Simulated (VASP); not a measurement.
Set up this calculation in VASP 6.6.1, as the native input.

| Property | Result |
| --- | --- |
| Task | single point |
| Functional | PBEsol |
| Potentials or basis | VASP PAW PBE potentials, release 64 (Mg, O) |
| Cutoff | 520 eV |
| k mesh | 10 × 10 × 10 |
| Occupations | gaussian, width 0.01 eV |
| Spin | no spin polarisation |
| Dipole correction | no |
| Further INCAR settings | ALGO = Normal; EDIFF = 1e-06; NBANDS = 11 |

The structure of MgO lies in POSCAR:

```
MgO
1.0
    0.0000000000      2.0929434045      2.0929434045
    2.0929434045      0.0000000000      2.0929434045
    2.0929434045      2.0929434045      0.0000000000
Mg O
1 1
Direct
    0.0000000000      0.0000000000      0.0000000000
    0.5000000000      0.5000000000      0.5000000000
```

This cell differs from its parent crystal: volume scaled by 0.98.

The input as run:

INCAR

```
SYSTEM = MgO
ALGO = Normal
EDIFF = 1E-6
ENCUT = 520
GGA = PS
ISIF = 2
ISMEAR = 0
LASPH = .True.
LCHARG = .False.
LREAL = .False.
LWAVE = .False.
NBANDS = 11
NELM = 60
PREC = Accurate
SIGMA = 0.01
```

KPOINTS

```
k-points
0
Gamma
  10 10 10
  0 0 0
```

Potentials or basis: VASP PAW PBE potentials, release 64 (Mg, O).

Run with:

```console
$ cat potpaw_PBE.64/Mg/POTCAR potpaw_PBE.64/O/POTCAR > POTCAR
$ mpirun -np 1 vasp_std > vasp.out
```

It gave:

- Pressure: 2.8 GPa
- Band gap on the k mesh: 4.82 eV, direct

Caveat: the PAW data sets were made with another functional, which shifts forces and pressure a little.

Wall time 5.7 s on 1 thread of AMD EPYC 9R45 96-Core Processor (Zen 5) (shared host), peak memory 0.11 GiB.
